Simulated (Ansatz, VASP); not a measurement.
**One calculation of Cu, two programs**

File INCAR:

```
SYSTEM = Cu
PREC = Accurate ; ENCUT = 520
EDIFF = 1E-6 ; ISMEAR = 0
SIGMA = 0.016 ; LREAL = .FALSE.
LASPH = .TRUE. ; NELM = 60
ALGO = Fast ; ISIF = 2
LWAVE = .FALSE. ; LCHARG = .TRUE.
GGA = PE ; LELF = .TRUE.
LVHAR = .TRUE. ; NBANDS = 12
```

Contents of KPOINTS:

```
regular mesh
0
G
  13 13 13
  0 0 0
```

Contents of POSCAR:

```
Cu
1.0
   -1.4427933200      1.4427933200      1.3760814500
    1.4427933200     -1.4427933200      1.3760814500
    1.4427933200      1.4427933200     -1.3760814500
Cu
1
Direct
    0.0000000000      0.0000000000      0.0000000000
```

File input.yaml:

```yaml
crystal:
  lattice:
    - [-1.44279332, 1.44279332, 1.37608145]
    - [1.44279332, -1.44279332, 1.37608145]
    - [1.44279332, 1.44279332, -1.37608145]
  atoms:
    - { symbol: Cu, position: [0.0, 0.0, 0.0] }
hamiltonian:
  xc: pbe
  pseudopotentials: { kind: paw }
kpoints:
  mp_grid: { grid: [13, 13, 13] }
scf:
  occupations: { method: gaussian, width: 0.016 }
output:
  forces: true
  stress: true
  eigenvalues: true
```

Alike in both runs: task single point; functional PBE; k mesh 13 × 13 × 13; occupations gaussian, width 0.016 eV; no spin polarisation.

|  | VASP | Ansatz |
| --- | --- | --- |
| version | VASP 6.6.1 | Ansatz 0.2.0 |
| potentials or method | VASP PAW PBE potentials, release 64 (Cu) | Ansatz PAW |
| plane-wave cutoff (eV) | 520 | 420 |
| valence electrons in the cell | 11 | 19 |

|  | VASP | Ansatz | Ansatz less VASP |
| --- | --- | --- | --- |
| gap on the k mesh at the Fermi level (eV) | none | none | - |
| pressure (GPa) | 8.3 | 7.2 | -1.04 |
| traceless stress, the component that is largest in VASP (GPa) | -0.04 | 0.19 | +0.238 |

A gap of «none» marks a metal or a gap that the smearing closes. With one functional, cell and mesh, what is left measures potentials, basis and numerics. VASP's potentials hold 11 valence electrons a cell and Ansatz's 19, so a difference there can come from the potentials and not from the codes.
